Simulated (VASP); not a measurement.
# Ir: relaxation of cell and atoms with PBE

Ir:

```
CELL_PARAMETERS angstrom
2.75138 0.00000 0.00000
-1.37569 2.38276 0.00000
0.00000 0.00000 4.46229
ATOMIC_POSITIONS crystal
Ir 0.33333 0.66667 0.25000
Ir 0.66667 0.33333 0.75000
```

- Program: VASP 6.6.1
- Task: relaxation of cell and atoms
- Functional: PBE
- Potentials or basis: VASP PAW PBE potentials, release 64 (Ir)
- Cutoff: 600 eV
- k mesh: 11 × 11 × 6
- Occupations: fermi-dirac, width 0.05 eV
- Spin: no spin polarisation
- Target pressure: 20 GPa
- Dipole correction: no
- Further INCAR settings: ALGO = Fast; EDIFF = 1e-06; IBRION = 2; EDIFFG = -0.01; NSW = 60; ISIF = 3

```
Relaxed volume                                         : 13.87 Å³/atom
Relaxed cell                                           : a = 2.703 Å, b = 2.703 Å, c = 4.386 Å, α = 90.00°, β = 90.00°, γ = 120.00°
Space group after relaxing (to 0.05 Å)                 : P6_3/mmc (No. 194)
Energy change on relaxing (the enthalpy is what falls) : +42.8 meV/atom
Ionic steps                                            : 6
Pressure after relaxing                                : 20.0 GPa
Band gap on the k mesh                                 : zero (band 9 reaches 11.88 eV, above the bottom of band 10 at 8.53 eV)
```

Stress tensor (GPa, compression positive):
```
20.05  0.00  0.00
 0.00 20.05  0.00
 0.00  0.00 19.97
```

The path:
```
step  energy change (eV)  largest force (eV/Å)  pressure (GPa)  volume (Å³)
   1              0.0000                0.0000           -0.85        29.25
   2              3.4824                0.0000          203.51        21.91
   3              0.0673                0.0000           17.56        27.90
   4              0.0796                0.0000           19.24        27.79
   5              0.0855                0.0000           20.02        27.74
   6              0.0855                0.0000           20.03        27.74
```

Final structure:
```xyz
2
Lattice="2.7026 0.0000 0.0000 -1.3513 2.3405 0.0000 0.0000 0.0000 4.3860" Properties=species:S:1:pos:R:3 pbc="T T T"
Ir    0.0000    1.5603    1.0965
Ir    1.3513    0.7802    3.2895
```

Levels at points of the mesh, in eV from the Fermi level:
```tsv
k point	band 6	band 7	band 8	band 9	band 10	band 11	band 12	band 13
(0.00, 0.00, 0.00)	-3.28	-3.28	-2.45	-2.45	-0.88	0.29	0.29	7.28
(0.00, 0.00, 0.50)	-4.08	-4.08	-4.08	-0.47	-0.47	-0.47	-0.47	13.65
```

It took 120 s on 1 thread of Intel(R) Xeon(R) Platinum 8259CL CPU @ 2.50GHz (Skylake/Cascade Lake), with other jobs on the host, peak memory 0.18 GiB.

Caveat: the cell is relaxed towards a set pressure, so the enthalpy falls and the energy may rise; spin-orbit coupling is left out, which moves the levels of the heavy elements.
